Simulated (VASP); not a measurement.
# CuO (C2/c) in VASP: relaxation of the atoms with PBE+U

Aim: the relaxation of the atoms of CuO with PBE+U.

Program: VASP 6.6.1. These are calculated values, not measurements. Logs are shortened: lines on timing, memory, paths and dates and some standing lists are left out, and cuts for length are marked.

### Step 1. The cell of the first run

The structure is monoclinic, space group C2/c (No. 15). Conventional cell: a = 4.684 Å, b = 3.423 Å, c = 5.129 Å, α = 90.00°, β = 99.54°, γ = 90.00°. Cu (site symmetry -1) has 4 O at 1.95 to 1.96 Å within 2.6 Å. O (site symmetry 2) has 6 Cu at 1.95 to 2.78 Å and 6 O at 2.62 to 2.90 Å within 3.0 Å.

### Step 2. Relaxation of the atoms, PBE+U, collinear spin

INCAR reads:

```
PREC = Accurate ; ENCUT = 520
EDIFF = 1E-6 ; ISMEAR = 0
SIGMA = 0.01 ; LREAL = Auto
LASPH = True ; NELM = 150
ALGO = Normal ; ISIF = 2
LWAVE = False ; LCHARG = False
ISPIN = 2 ; MAGMOM = 1 -1 -1 1 1 -1 -1 1 0 0 0 0 0 0 0 0
LORBIT = 11 ; LMAXMIX = 4
LDAU = True ; LDAUTYPE = 2
LDAUL = 2 -1 ; LDAUU = 7 0
LDAUJ = 0 0 ; LDAUPRINT = 1
GGA = PE ; IBRION = 2
NSW = 80 ; EDIFFG = -0.005
KPAR = 8
```

KPOINTS reads:

```
regular mesh
0
Gamma
  3 5 3
```

POSCAR reads:

```
CuO
1.0
    3.8339394260      0.0000000000      5.0580666287
    0.0000000000      3.4230000000      0.0000000000
   -5.5340605740      0.0000000000      5.0580666287
Cu O
8 8
Direct
    0.1250000000      0.2500000000      0.8750000000
    0.6250000000      0.2500000000      0.3750000000
    0.3750000000      0.7500000000      0.6250000000
    0.8750000000      0.7500000000      0.1250000000
    0.3750000000      0.7500000000      0.1250000000
    0.8750000000      0.7500000000      0.6250000000
    0.1250000000      0.2500000000      0.3750000000
    0.6250000000      0.2500000000      0.8750000000
    0.1250000000      0.4184000000      0.1250000000
    0.6250000000      0.4184000000      0.6250000000
    0.3750000000      0.9184000000      0.8750000000
    0.8750000000      0.9184000000      0.3750000000
    0.3750000000      0.5816000000      0.3750000000
    0.8750000000      0.5816000000      0.8750000000
    0.1250000000      0.0816000000      0.6250000000
    0.6250000000      0.0816000000      0.1250000000
```

Potentials or basis: VASP PAW PBE potentials, release 64 (Cu, O).

Started as:

```sh
$ cat potpaw_PBE.64/Cu/POTCAR potpaw_PBE.64/O/POTCAR > POTCAR
$ mpirun -np 8 vasp_std > vasp.out
```

OUTCAR:

```text
PREC = Accurate
   ENCUT = 520
   EDIFF = 1E-6
   ISMEAR = 0
   LREAL = Auto
   LASPH = True
   NELM = 150
   ISIF = 2
   ISPIN = 2
   LORBIT = 11
   GGA = PE
   IBRION = 2
   NSW = 80
   EDIFFG = -0.005

 ion  position               nearest neighbor table
   1  0.125  0.250  0.875-  11 1.95  14 1.95   9 1.96  15 1.96
   2  0.625  0.250  0.375-  12 1.95  13 1.95  10 1.96  16 1.96
   3  0.375  0.750  0.625-  10 1.95  15 1.95  13 1.96  11 1.96
   4  0.875  0.750  0.125-   9 1.95  16 1.95  14 1.96  12 1.96
   5  0.375  0.750  0.125-   9 1.95  16 1.95  13 1.96  11 1.96
   6  0.875  0.750  0.625-  10 1.95  15 1.95  14 1.96  12 1.96
[... 8 lines left out ...]
  15  0.125  0.082  0.625-   3 1.95   6 1.95   1 1.96   7 1.96
  16  0.625  0.082  0.125-   4 1.95   5 1.95   2 1.96   8 1.96

  LATTYP: Found a simple monoclinic cell.
 ALAT       =     6.3468992069
 B/A-ratio  =     0.5393184748
 C/A-ratio  =     1.1812577410
 COS(beta)  =    -0.0917685647

  Lattice vectors:

 A1 = (   3.8339394260,   0.0000000000,   5.0580666287)
 A2 = (   0.0000000000,  -3.4230000000,   0.0000000000)
 A3 = (   5.5340605740,   0.0000000000,  -5.0580666287)

Analysis of symmetry for initial positions (statically):
=====================================================================
 Subroutine PRICEL returns following result:

  LATTYP: Found a base centered monoclinic cell.
 ALAT       =     4.6840000000
 B/A-ratio  =     0.7307856533
 C/A-ratio  =     1.0950042699
 COS(beta)  =    -0.1657361228

  Lattice vectors:
[... 10 lines left out ...]
 Subroutine GETGRP returns: Found  4 space group operations
 (whereof  2 operations were pure point group operations)
 out of a pool of  4 trial point group operations.

The static configuration has the point symmetry S_2 .
 The point group associated with its full space group is C_2h.

Analysis of symmetry for dynamics (positions and initial velocities):
=====================================================================
 Subroutine PRICEL returns following result:

  LATTYP: Found a base centered monoclinic cell.
 ALAT       =     4.6840000000
 B/A-ratio  =     0.7307856533
 C/A-ratio  =     1.0950042699
 COS(beta)  =    -0.1657361228

  Lattice vectors:
[... 10 lines left out ...]
 Subroutine GETGRP returns: Found  4 space group operations
 (whereof  2 operations were pure point group operations)
 out of a pool of  4 trial point group operations.

The dynamic configuration has the point symmetry S_2 .
 The point group associated with its full space group is C_2h.

Analysis of structural, dynamic, and magnetic symmetry:
=====================================================================
 Subroutine PRICEL returns following result:

  LATTYP: Found a simple monoclinic cell.
 ALAT       =     4.6840000000
 B/A-ratio  =     0.7307856533
 C/A-ratio  =     1.0950042699
 COS(beta)  =    -0.1657361228

  Lattice vectors:
[... 10 lines left out ...]
 Subroutine GETGRP returns: Found  4 space group operations
 (whereof  2 operations were pure point group operations)
 out of a pool of  4 trial point group operations.

The overall configuration has the point symmetry S_2 .
 The point group associated with its full space group is C_2h.

 Subroutine INISYM returns: Found  4 space group operations
 (whereof  2 operations are pure point group operations),
 and found     2 'primitive' translations

----------------------------------------------------------------------------------------

                                     Primitive cell

  volume of cell :      81.0977

  direct lattice vectors                    reciprocal lattice vectors
     4.684000000  0.000000000  0.000000000     0.213492741  0.000000000  0.035879670
     0.000000000  3.423000000  0.000000000     0.000000000  0.292141396  0.000000000
    -0.850060574  0.000000000  5.058066629     0.000000000  0.000000000  0.197703999

  length of vectors
     4.684000000  3.423000000  5.129000000     0.216486723  0.292141396  0.197703999

[... 68 lines left out ...]
   dimension x,y,z NGXF=    96 NGYF=   56 NGZF=  112
   ions per type =               8   8
   NGX,Y,Z   is equivalent  to a cutoff of  12.57, 13.60, 12.42 a.u.
   NGXF,Y,Z  is equivalent  to a cutoff of  25.15, 27.20, 24.83 a.u.
 SYSTEM =  unknown system
   PREC   = accura    normal or accurate (medium, high low for compatibility)
   ISTART =      0    job   : 0-new  1-cont  2-samecut
   ICHARG =      2    charge: 1-file 2-atom 10-const
   ISPIN  =      2    spin polarized calculation?
   LNONCOLLINEAR =      F non collinear calculations
   LSORBIT =      F    spin-orbit coupling
   LASPH  =      T    aspherical Exc in radial PAW
   ENCUT  =  520.0 eV  38.22 Ry    6.18 a.u.  11.80  6.36 13.94*2*pi/ulx,y,z
   NELM   =    150;   NELMIN=  2; NELMDL= -5     # of ELM steps
   EDIFF  = 0.1E-05   stopping-criterion for ELM
   LREAL  =      T    real-space projection
   EDIFFG = -.5E-02   stopping-criterion for IOM
   NSW    =     80    number of steps for IOM
   IBRION =      2    ionic relax: 0-MD 1-quasi-New 2-CG
   NFREE  =      1    steps in history (QN), initial steepest desc. (CG)
   ISIF   =      2    stress and relaxation
   ISYM   =      2    0-nonsym 1-usesym 2-fastsym
   POTIM  = 0.5000    time-step for ionic-motion
   TEBEG  =    0.0;   TEEND  =   0.0 temperature during run
   PSTRESS=    0.0 pullay stress
   NELECT =     136.0000    total number of electrons
   NUPDOWN=      -1.0000    fix difference up-down
   EMIN   =  10.00;   EMAX   =-10.00  energy-range for DOS
   EFERMI =   0.00;   METHOD = LEGACY
   ISMEAR =     0;   SIGMA  =   0.01  broadening in eV -4-tet -1-fermi 0-gaus
   EFERMI_NEDOS =   21; number of points for ismear=-14 and -15
   IALGO  =     38    algorithm
   IMIX   =      4    mixing-type and parameters
     AMIX     =   0.40;   BMIX     =  1.00
     AMIX_MAG =   1.60;   BMIX_MAG =  1.00
  volume/ion in A,a.u.               =      10.14        68.41
  Fermi-wavevector in a.u.,A,eV,Ry     =   1.543743  2.917251 32.424625  2.383143
  Thomas-Fermi vector in A             =   2.649363
   LORBIT       =     11    0 simple, 1 ext, 2 COOP (PROOUT), +10 PAW based schemes
 LDA+U is selected, type is set to LDAUTYPE =  2
   angular momentum for each species LDAUL =     2   -1
   U (eV)           for each species LDAUU =   7.0  0.0
   J (eV)           for each species LDAUJ =   0.0  0.0
   GGA     = PE    functional components
   LHFCALC =     F    Hartree Fock is set to
   AEXX    =    0.0000 exact exchange contribution
   IVDW    =     0    specifies the selected vdW correction
   LEPSILON=     F    determine dielectric tensor
   LRPA    =     F    only Hartree local field effects (RPA)
 conjugate gradient relaxation of ions
 spin polarized calculation
 Gauss-broadening in eV      SIGMA  =   0.01
  energy-cutoff  :      520.00
  volume of cell :      162.20
 maximum number of plane-waves:      4393
   NGX = 23   NGY = 13   NGZ = 27

--------------------------------------- Ionic step        1  -------------------------------------------

 number of electron     136.0000138 magnetization       0.0000000

 number of electron     136.0000138 magnetization      -0.0000000

 Free energy of the ion-electron system (eV)
  ---------------------------------------------------
  ext. energy  EPLUGINS =         0.00000000
  ---------------------------------------------------
  free energy    TOTEN  =       -63.96071761 eV

  energy without entropy =      -63.96071761  energy(sigma->0) =      -63.96071761

------------------------ aborting loop because EDIFF is reached ----------------------------------------

  FORCE on cell =-STRESS in cart. coord.  units (eV):
  Direction    XX          YY          ZZ          XY          YZ          ZX
  --------------------------------------------------------------------------------------
  -------------------------------------------------------------------------------------
  Total        1.6523038      2.1467840      1.9853538      0.0000000      0.0000000      0.3771050
  in kB       16.3215780     21.2060902     19.6114705      0.0000000      0.0000000      3.7250714
  external PRESSURE =      19.0463796 kB  Pullay stress =       0.0000000 kB
[... 557 lines left out ...]
--------------------------------------- Ionic step        7  -------------------------------------------

 number of electron     136.0000121 magnetization       0.0000000

 Free energy of the ion-electron system (eV)
  ---------------------------------------------------
  ext. energy  EPLUGINS =         0.00000000
  ---------------------------------------------------
  free energy    TOTEN  =       -63.96461160 eV

  energy without entropy =      -63.96461160  energy(sigma->0) =      -63.96461160

 E-fermi :   4.4592     XC(G=0): -11.8377

 val. band max:        4.3659043721   @ k =   0.0000   0.4000   0.3333
 cond. band min:       6.5226972149   @ k =   0.0000   0.0000   0.0000
 fundamental gap:      2.1567928428
 Fermi energy:         4.4592163162

 spin component 1

 k-point     1 :       0.0000    0.0000    0.0000
  band No.  band energies     occupation
      1     -13.9660      1.00000
      2     -13.0643      1.00000
      3     -12.9783      1.00000
      4     -12.8801      1.00000
      5     -12.8766      1.00000
      6     -12.5521      1.00000
[... 1234 lines left out ...]
     79      11.9649      0.00000
     80      12.3362      0.00000
 Fermi energy:         4.4592163162

 spin component 2

 k-point     1 :       0.0000    0.0000    0.0000
  band No.  band energies     occupation
      1     -13.9660      1.00000
      2     -13.0643      1.00000
      3     -12.9783      1.00000
      4     -12.8801      1.00000
      5     -12.8766      1.00000
      6     -12.5521      1.00000
[... 1234 lines left out ...]
     79      11.9649      0.00000
     80      12.3362      0.00000
 [bands above 80 left out]

------------------------ aborting loop because EDIFF is reached ----------------------------------------

  FORCE on cell =-STRESS in cart. coord.  units (eV):
  Direction    XX          YY          ZZ          XY          YZ          ZX
  --------------------------------------------------------------------------------------
  -------------------------------------------------------------------------------------
  Total        1.6131387      2.0580473      1.8558038      0.0000000      0.0000000      0.3169202
  in kB       15.9347029     20.3295426     18.3317661      0.0000000      0.0000000      3.1305608
  external PRESSURE =      18.1986705 kB  Pullay stress =       0.0000000 kB
[... 31 lines left out ...]
  FREE ENERGIE OF THE ION-ELECTRON SYSTEM (eV)
  ---------------------------------------------------
  free  energy   TOTEN  =       -63.9646115986 eV

  energy  without entropy=      -63.9646115986  energy(sigma->0) =      -63.96461160

 reached required accuracy - stopping structural energy minimisation

 total charge

# of ion       s       p       d       tot
------------------------------------------
    1        0.374   0.391   9.172   9.937
    2        0.374   0.391   9.172   9.937
    3        0.374   0.391   9.172   9.937
    4        0.374   0.391   9.172   9.937
    5        0.374   0.391   9.172   9.937
    6        0.374   0.391   9.172   9.937
[... 8 lines left out ...]
   15        1.558   3.444   0.000   5.002
   16        1.558   3.444   0.000   5.002
--------------------------------------------------
tot         15.455  30.680  73.376 119.511

 magnetization (x)

# of ion       s       p       d       tot
------------------------------------------
    1       -0.005  -0.004   0.685   0.675
    2        0.005   0.004  -0.685  -0.675
    3        0.005   0.004  -0.685  -0.675
    4       -0.005  -0.004   0.685   0.675
    5       -0.005  -0.004   0.685   0.675
    6        0.005   0.004  -0.685  -0.675
[... 8 lines left out ...]
   15       -0.006  -0.108   0.000  -0.114
   16        0.006   0.108   0.000   0.114
--------------------------------------------------
tot          0.000   0.000   0.000   0.000
```

Run time: 7.7 min. Hardware: 8 MPI ranks of Intel Xeon Platinum 8559C (Emerald Rapids), shared host; peak memory 0.54 GiB.

What came out:

- Free energy: -63.9646 eV
- Energy gained by relaxing: 0.2 meV/atom
- Ionic steps: 7
- Pressure after relaxing: 1.8 GPa
- Largest force after relaxing: 0.005 eV/Å
- Band gap on the k mesh: 2.16 eV
- Net moment: 0.00 μB per cell
- Site moments: Cu +0.68, -0.68 (each value once); O +0.11, -0.11 (each value once) μB
- Valence electrons inside the program's atomic spheres: Cu 9.94; O 5.00

Forces on the atoms (eV/Å):
```
Cu   0.003  0.004  0.000
Cu   0.003  0.004  0.000
Cu  -0.003 -0.004  0.000
Cu  -0.003 -0.004  0.000
Cu  -0.003  0.004  0.000
Cu  -0.003  0.004  0.000
Cu   0.003 -0.004  0.000
Cu   0.003 -0.004  0.000
O    0.001 -0.003  0.000
O    0.001 -0.003  0.000
O   -0.001 -0.003  0.000
O   -0.001 -0.003  0.000
O   -0.001  0.003  0.000
O   -0.001  0.003  0.000
O    0.001  0.003  0.000
O    0.001  0.003  0.000
```

Step by step:
| step | energy change (eV) | largest force (eV/Å) | pressure (GPa) |
| --- | --- | --- | --- |
| 1 | 0.0000 | 0.0992 | 1.90 |
| 2 | -0.0029 | 0.0406 | 1.73 |
| 3 | -0.0033 | 0.0477 | 1.84 |
| 4 | -0.0039 | 0.0078 | 1.84 |
| 5 | -0.0039 | 0.0063 | 1.82 |
| 6 | -0.0039 | 0.0061 | 1.82 |
| 7 | -0.0039 | 0.0045 | 1.82 |

Final structure:
```
Cu O
1.0
     3.83394    0.00000    5.05807
     0.00000    3.42300    0.00000
    -5.53406    0.00000    5.05807
Cu O
8 8
Direct
  0.12474 0.25131 0.87588
  0.62474 0.25131 0.37588
  0.37526 0.74869 0.62412
  0.87526 0.74869 0.12412
  0.37526 0.75131 0.12412
  0.87526 0.75131 0.62412
  0.12474 0.24869 0.37588
  0.62474 0.24869 0.87588
  0.12527 0.41793 0.12561
  0.62527 0.41793 0.62561
  0.37473 0.91793 0.87439
  0.87473 0.91793 0.37439
  0.37473 0.58207 0.37439
  0.87473 0.58207 0.87439
  0.12527 0.08207 0.62561
  0.62527 0.08207 0.12561
```

Eigenvalues of the final occupation matrices:
| site | spin | trace | eigenvalues |
| --- | --- | --- | --- |
| site 1 d | 1 | 4.94 | 0.97 0.98 0.98 0.98 1.03 |
| site 1 d | 2 | 4.25 | 0.36 0.96 0.97 0.98 0.98 |
| site 2 d | 1 | 4.25 | 0.36 0.96 0.97 0.98 0.98 |
| site 2 d | 2 | 4.94 | 0.97 0.98 0.98 0.98 1.03 |
| site 3 d | 1 | 4.25 | 0.36 0.96 0.97 0.98 0.98 |
| site 3 d | 2 | 4.94 | 0.97 0.98 0.98 0.98 1.03 |
| site 4 d | 1 | 4.94 | 0.97 0.98 0.98 0.98 1.03 |
| site 4 d | 2 | 4.25 | 0.36 0.96 0.97 0.98 0.98 |
| site 5 d | 1 | 4.94 | 0.97 0.98 0.98 0.98 1.03 |
| site 5 d | 2 | 4.25 | 0.36 0.96 0.97 0.98 0.98 |
| site 6 d | 1 | 4.25 | 0.36 0.96 0.97 0.98 0.98 |
| site 6 d | 2 | 4.94 | 0.97 0.98 0.98 0.98 1.03 |

A k mesh can miss the band edges.
